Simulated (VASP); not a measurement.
# HgTe (I-4m2) in VASP: single point with PBEsol

Aim: the single point of HgTe with PBEsol.

Program: VASP 6.6.1. These are calculated values, not measurements. Logs are shortened: lines on timing, memory, paths and dates and some standing lists are left out, and cuts for length are marked.

**1. The cell of the first run**

Symmetry: I-4m2, No. 119, tetragonal system. Conventional cell: a = 6.091 Å, b = 6.091 Å, c = 3.119 Å, α = 90.00°, β = 90.00°, γ = 90.00°. Hg (site symmetry -4m2) has 2 Hg at 3.12 Å and 8 Te at 3.14 to 3.84 Å within 4.1 Å. Te (site symmetry -4m2) has 2 Te at 3.12 Å and 8 Hg at 3.14 to 3.84 Å within 4.1 Å.

**2. Single point, PBEsol**

File INCAR:

```
SYSTEM = HgTe
  PREC = Accurate
  ENCUT = 520
  EDIFF = 1E-6
  ISMEAR = -1
  SIGMA = 0.05
  LREAL = .FALSE.
  LASPH = .TRUE.
  NELM = 60
  ALGO = Normal
  ISIF = 2
  LWAVE = .FALSE.
  LCHARG = .TRUE.
  GGA = PS
  LELF = .TRUE.
  LVHAR = .TRUE.
  NBANDS = 16
```

File KPOINTS:

```
regular mesh
0
G
  8 8 8
  0 0 0
```

File POSCAR:

```
HgTe
1.0
   -3.0456030000      3.0456030000      1.5594100000
    3.0456030000     -3.0456030000      1.5594100000
    3.0456030000      3.0456030000     -1.5594100000
Hg Te
1 1
Direct
    0.2500000000      0.7500000000      0.5000000000
    0.0000000000      0.0000000000      0.0000000000
```

Potentials or basis: VASP PAW PBE potentials, release 64 (Hg, Te).

Command:

```
cat potpaw_PBE.64/Hg/POTCAR potpaw_PBE.64/Te/POTCAR > POTCAR
mpirun -np 1 vasp_std > vasp.out
```

OUTCAR:

```text
SYSTEM = HgTe
   PREC = Accurate
   ENCUT = 520
   EDIFF = 1E-6
   ISMEAR = -1
   LREAL = .FALSE.
   LASPH = .TRUE.
   NELM = 60
   ISIF = 2
   GGA = PS

 ion  position               nearest neighbor table
   1  0.250  0.750  0.500-   2 3.14   2 3.14   2 3.14   2 3.14
   2  0.000  0.000  0.000-   1 3.14   1 3.14   1 3.14   1 3.14

  LATTYP: Found a body centered tetragonal cell.
 ALAT       =     6.0912060000
 C/A-ratio  =     0.5120201156

  Lattice vectors:

 A1 = (  -3.0456030000,   3.0456030000,   1.5594100000)
 A2 = (   3.0456030000,  -3.0456030000,   1.5594100000)
 A3 = (   3.0456030000,   3.0456030000,  -1.5594100000)

Analysis of symmetry for initial positions (statically):
=====================================================================
 Subroutine PRICEL returns:
 Original cell was already a primitive cell.

 Routine SETGRP: Setting up the symmetry group for a
 body centered tetragonal supercell.

 Subroutine GETGRP returns: Found  8 space group operations
 (whereof  8 operations were pure point group operations)
 out of a pool of 16 trial point group operations.

The static configuration has the point symmetry D_2d.

Analysis of symmetry for dynamics (positions and initial velocities):
=====================================================================
 Subroutine PRICEL returns:
 Original cell was already a primitive cell.

 Routine SETGRP: Setting up the symmetry group for a
 body centered tetragonal supercell.

 Subroutine GETGRP returns: Found  8 space group operations
 (whereof  8 operations were pure point group operations)
 out of a pool of 16 trial point group operations.

The dynamic configuration has the point symmetry D_2d.

 Subroutine INISYM returns: Found  8 space group operations
 (whereof  8 operations are pure point group operations),
 and found     1 'primitive' translations

----------------------------------------------------------------------------------------

                                     Primitive cell

  volume of cell :      57.8585

  direct lattice vectors                    reciprocal lattice vectors
    -3.045603000  3.045603000  1.559410000     0.000000000  0.164171102  0.320634086
     3.045603000 -3.045603000  1.559410000     0.164171102  0.000000000  0.320634086
     3.045603000  3.045603000 -1.559410000     0.164171102  0.164171102  0.000000000

  length of vectors
     4.580737366  4.580737366  4.580737366     0.360219888  0.360219888  0.232172999

  position of ions in fractional coordinates (direct lattice)
     0.250000000  0.750000000  0.500000000
     0.000000000  0.000000000  0.000000000

  ion indices of the primitive-cell ions
   primitive index   ion index
                 1           1
                 2           2

----------------------------------------------------------------------------------------

 KPOINTS: regular mesh

Automatic generation of k-mesh.
 Grid dimensions read from file:
 generate k-points for:    8    8    8

 Generating k-lattice:

  Cartesian coordinates                     Fractional coordinates (reciprocal lattice)
     0.000000000  0.020521388  0.040079261     0.125000000  0.000000000  0.000000000
     0.020521388  0.000000000  0.040079261     0.000000000  0.125000000  0.000000000
     0.020521388  0.020521388  0.000000000     0.000000000  0.000000000  0.125000000

  Length of vectors
     0.045027486  0.045027486  0.029021625

  Shift w.r.t. Gamma in fractional coordinates (k-lattice)
     0.000000000  0.000000000  0.000000000

 Subroutine IBZKPT returns following result:
 ===========================================

 Found     59 irreducible k-points:

 Following reciprocal coordinates:
            Coordinates               Weight
  0.000000  0.000000  0.000000      1.000000
  0.125000  0.000000  0.000000      8.000000
  0.250000  0.000000  0.000000      8.000000
  0.375000  0.000000  0.000000      8.000000
  0.500000  0.000000  0.000000      4.000000
  0.125000  0.125000  0.000000      8.000000
[... 16 lines left out ...]
  0.250000  0.125000  0.125000     16.000000
  0.375000  0.125000  0.125000      8.000000
 [... further k-points ...]
   k-points           NKPTS =     59   k-points in BZ     NKDIM =     59   number of bands    NBANDS=     16
   number of dos      NEDOS =    301   number of ions     NIONS =      2
   total plane-waves  NPLWV =  46656
   dimension x,y,z NGX =    36 NGY =   36 NGZ =   36
   dimension x,y,z NGXF=    72 NGYF=   72 NGZF=   72
   ions per type =               1   1
   NGX,Y,Z   is equivalent  to a cutoff of  13.07, 13.07, 13.07 a.u.
   NGXF,Y,Z  is equivalent  to a cutoff of  26.13, 26.13, 26.13 a.u.
 SYSTEM =  HgTe
   PREC   = accura    normal or accurate (medium, high low for compatibility)
   ISTART =      0    job   : 0-new  1-cont  2-samecut
   ICHARG =      2    charge: 1-file 2-atom 10-const
   ISPIN  =      1    spin polarized calculation?
   LNONCOLLINEAR =      F non collinear calculations
   LSORBIT =      F    spin-orbit coupling
   LASPH  =      T    aspherical Exc in radial PAW
   ENCUT  =  520.0 eV  38.22 Ry    6.18 a.u.   8.52  8.52  8.52*2*pi/ulx,y,z
   NELM   =     60;   NELMIN=  2; NELMDL= -5     # of ELM steps
   EDIFF  = 0.1E-05   stopping-criterion for ELM
   LREAL  =      F    real-space projection
   EDIFFG = 0.1E-04   stopping-criterion for IOM
   NSW    =      0    number of steps for IOM
   IBRION =     -1    ionic relax: 0-MD 1-quasi-New 2-CG
   NFREE  =      0    steps in history (QN), initial steepest desc. (CG)
   ISIF   =      2    stress and relaxation
   ISYM   =      2    0-nonsym 1-usesym 2-fastsym
   POTIM  = 0.5000    time-step for ionic-motion
   TEBEG  =    0.0;   TEEND  =   0.0 temperature during run
   PSTRESS=    0.0 pullay stress
   NELECT =      18.0000    total number of electrons
   NUPDOWN=      -1.0000    fix difference up-down
   EMIN   =  10.00;   EMAX   =-10.00  energy-range for DOS
   EFERMI =   0.00;   METHOD = LEGACY
   ISMEAR =    -1;   SIGMA  =   0.05  broadening in eV -4-tet -1-fermi 0-gaus
   EFERMI_NEDOS =   21; number of points for ismear=-14 and -15
   IALGO  =     38    algorithm
   IMIX   =      4    mixing-type and parameters
     AMIX     =   0.40;   BMIX     =  1.00
     AMIX_MAG =   1.60;   BMIX_MAG =  1.00
  volume/ion in A,a.u.               =      28.93       195.22
  Fermi-wavevector in a.u.,A,eV,Ry     =   1.109286  2.096246 16.742166  1.230515
  Thomas-Fermi vector in A             =   2.245823
   LORBIT       =      0    0 simple, 1 ext, 2 COOP (PROOUT), +10 PAW based schemes
   GGA     = PS    functional components
   LHFCALC =     F    Hartree Fock is set to
   AEXX    =    0.0000 exact exchange contribution
   IVDW    =     0    specifies the selected vdW correction
   LEPSILON=     F    determine dielectric tensor
   LRPA    =     F    only Hartree local field effects (RPA)
 non-spin polarized calculation
  energy-cutoff  :      520.00
  volume of cell :       57.86
 maximum number of plane-waves:      1578
 NGX is ok and might be reduce to    36
   NGX = 17   NGY = 17   NGZ = 17

 number of electron      18.0000002 magnetization

 Free energy of the ion-electron system (eV)
  ---------------------------------------------------
  ext. energy  EPLUGINS =         0.00000000
  ---------------------------------------------------
  free energy    TOTEN  =        -4.12823947 eV

  energy without entropy =       -4.12334389  energy(sigma->0) =       -4.12579168

 E-fermi :   4.2973     XC(G=0):  -9.9932

 val. band max:        4.2967203429   @ k =  -0.2500   0.5000   0.1250
 cond. band min:       4.3156237100   @ k =   0.2500   0.0000   0.0000
 fundamental gap:      0.0189033671
 Fermi energy:         4.2973441064

 k-point     1 :       0.0000    0.0000    0.0000
  band No.  band energies     occupation
      1      -8.2207      2.00000
      2      -3.0966      2.00000
      3      -2.3961      2.00000
      4      -2.3172      2.00000
      5      -1.8791      2.00000
      6      -1.8791      2.00000
[... 8 lines left out ...]
     15      14.3476      0.00000
     16      15.3061      0.00000

 k-point     2 :       0.1250    0.0000    0.0000
  band No.  band energies     occupation
      1      -7.9738      2.00000
      2      -2.8662      2.00000
      3      -2.3644      2.00000
      4      -2.3366      2.00000
      5      -2.0053      2.00000
      6      -2.0009      2.00000
[... 8 lines left out ...]
     15      14.2631      0.00000
     16      14.3533      0.00000

 k-point     3 :       0.2500    0.0000    0.0000
  band No.  band energies     occupation
      1      -7.2762      2.00000
      2      -2.4047      2.00000
      3      -2.3580      2.00000
      4      -2.2885      2.00000
      5      -2.2318      2.00000
      6      -2.2084      2.00000
[... 8 lines left out ...]
     15      12.9016      0.00000
     16      13.8575      0.00000

 k-point     4 :       0.3750    0.0000    0.0000
  band No.  band energies     occupation
      1      -6.3234      2.00000
      2      -2.5798      2.00000
      3      -2.4911      2.00000
      4      -2.3335      2.00000
      5      -2.1480      2.00000
      6      -1.8601      2.00000
[... 8 lines left out ...]
     15      12.1149      0.00000
     16      15.3411      0.00000

 k-point     5 :       0.5000    0.0000    0.0000
  band No.  band energies     occupation
      1      -5.7639      2.00000
      2      -2.6777      2.00000
      3      -2.5507      2.00000
      4      -2.2865      2.00000
      5      -2.1085      2.00000
      6      -1.8903      2.00000
[... 8 lines left out ...]
     15      14.0411      0.00000
     16      14.4306      0.00000

 k-point     6 :       0.1250    0.1250    0.0000
  band No.  band energies     occupation
      1      -7.3295      2.00000
      2      -2.3815      2.00000
      3      -2.3348      2.00000
      4      -2.2826      2.00000
      5      -2.2608      2.00000
      6      -2.2201      2.00000
[... 8 lines left out ...]
     15      12.8112      0.00000
     16      12.8904      0.00000

 k-point     7 :       0.2500    0.1250    0.0000
  band No.  band energies     occupation
      1      -6.3910      2.00000
      2      -2.5862      2.00000
      3      -2.5210      2.00000
      4      -2.3230      2.00000
      5      -2.1685      2.00000
      6      -1.7958      2.00000
[... 8 lines left out ...]
     15      12.4151      0.00000
     16      13.9192      0.00000

 k-point     8 :       0.3750    0.1250    0.0000
  band No.  band energies     occupation
      1      -5.7636      2.00000
      2      -2.7051      2.00000
      3      -2.5693      2.00000
      4      -2.2728      2.00000
      5      -2.1149      2.00000
      6      -1.8165      2.00000
[... 8 lines left out ...]
     15      13.5183      0.00000
     16      14.5014      0.00000

 k-point     9 :       0.5000    0.1250   -0.0000
  band No.  band energies     occupation
      1      -6.2223      2.00000
      2      -2.5974      2.00000
      3      -2.4656      2.00000
      4      -2.2958      2.00000
      5      -2.1292      2.00000
      6      -1.9380      2.00000
[... 8 lines left out ...]
     15      13.2495      0.00000
     16      14.8498      0.00000
[... 172 lines left out ...]
 k-point    19 :       0.5000    0.3750    0.0000
  band No.  band energies     occupation
      1      -7.5264      2.00000
      2      -2.8951      2.00000
      3      -2.6147      2.00000
      4      -2.5428      2.00000
      5      -1.9837      2.00000
      6      -1.9237      2.00000
[... 8 lines left out ...]
     15      15.0928      0.00000
     16      15.7389      0.00000

 k-point    20 :      -0.3750    0.3750    0.0000
  band No.  band energies     occupation
      1      -7.7984      2.00000
      2      -3.1413      2.00000
      3      -2.5994      2.00000
      4      -2.5959      2.00000
      5      -1.8763      2.00000
      6      -1.8327      2.00000
[... 8 lines left out ...]
     15      14.7996      0.00000
     16      16.7154      0.00000

 k-point    21 :       0.5000    0.5000    0.0000
  band No.  band energies     occupation
      1      -7.7108      2.00000
      2      -3.1686      2.00000
      3      -2.7304      2.00000
      4      -2.6365      2.00000
      5      -1.8564      2.00000
      6      -1.8260      2.00000
[... 8 lines left out ...]
     15      14.7885      0.00000
     16      14.9641      0.00000

 k-point    22 :       0.1250    0.1250    0.1250
  band No.  band energies     occupation
      1      -7.1785      2.00000
      2      -2.4515      2.00000
      3      -2.3737      2.00000
      4      -2.2910      2.00000
      5      -2.2527      2.00000
      6      -2.1593      2.00000
[... 8 lines left out ...]
     15      12.6720      0.00000
     16      13.4834      0.00000

 k-point    23 :       0.2500    0.1250    0.1250
  band No.  band energies     occupation
      1      -6.2604      2.00000
      2      -2.5960      2.00000
      3      -2.4635      2.00000
      4      -2.3277      2.00000
      5      -2.1559      2.00000
      6      -1.9074      2.00000
[... 8 lines left out ...]
     15      12.3964      0.00000
     16      13.8610      0.00000

 k-point    24 :       0.3750    0.1250    0.1250
  band No.  band energies     occupation
      1      -5.7291      2.00000
      2      -2.7183      2.00000
      3      -2.4898      2.00000
      4      -2.2715      2.00000
      5      -2.1284      2.00000
      6      -1.8850      2.00000
[... 8 lines left out ...]
     15      12.8436      0.00000
     16      13.7774      0.00000

 [... further k-points ...]

------------------------ aborting loop because EDIFF is reached ----------------------------------------

  FORCE on cell =-STRESS in cart. coord.  units (eV):
  Direction    XX          YY          ZZ          XY          YZ          ZX
  --------------------------------------------------------------------------------------
  -------------------------------------------------------------------------------------
  Total       -1.4218294     -1.4218294     -1.0619689      0.0000000     -0.0000000      0.0000000
  in kB      -39.3723366    -39.3723366    -29.4073235      0.0000000     -0.0000000      0.0000000
  external PRESSURE =     -36.0506656 kB  Pullay stress =       0.0000000 kB

 VOLUME and BASIS-vectors are now :
 -----------------------------------------------------------------------------
  energy-cutoff  :      520.00
  volume of cell :       57.86
      direct lattice vectors                 reciprocal lattice vectors
    -3.045603000  3.045603000  1.559410000     0.000000000  0.164171102  0.320634086
     3.045603000 -3.045603000  1.559410000     0.164171102  0.000000000  0.320634086
     3.045603000  3.045603000 -1.559410000     0.164171102  0.164171102  0.000000000

 POSITION                                       TOTAL-FORCE (eV/Angst)
 -----------------------------------------------------------------------------------
      3.04560      0.00000      0.77970        -0.000000     -0.000000     -0.000000
      0.00000      0.00000      0.00000         0.000000      0.000000      0.000000
 -----------------------------------------------------------------------------------
    total drift:                                0.000000     -0.000000      0.000000

  FREE ENERGIE OF THE ION-ELECTRON SYSTEM (eV)
  ---------------------------------------------------
  free  energy   TOTEN  =        -4.1282394711 eV

  energy  without entropy=       -4.1233438949  energy(sigma->0) =       -4.12579168
```

Run time: 33 s. Hardware: 1 thread of Intel Xeon Platinum 8488C (Sapphire Rapids), shared host; peak memory 0.23 GiB.

Results:

- Free energy: -4.1282 eV
- Pressure: -3.6 GPa
- Band gap on the k mesh: zero (band 9 reaches 5.74 eV, above the bottom of band 10 at 2.76 eV)

Stress tensor (GPa, compression positive):
```
-3.94  0.00  0.00
 0.00 -3.94  0.00
 0.00  0.00 -2.94
```

Caveat: the PAW data sets were made with another functional, which shifts forces and pressure a little; spin-orbit coupling is left out, which moves the levels of the heavy elements.
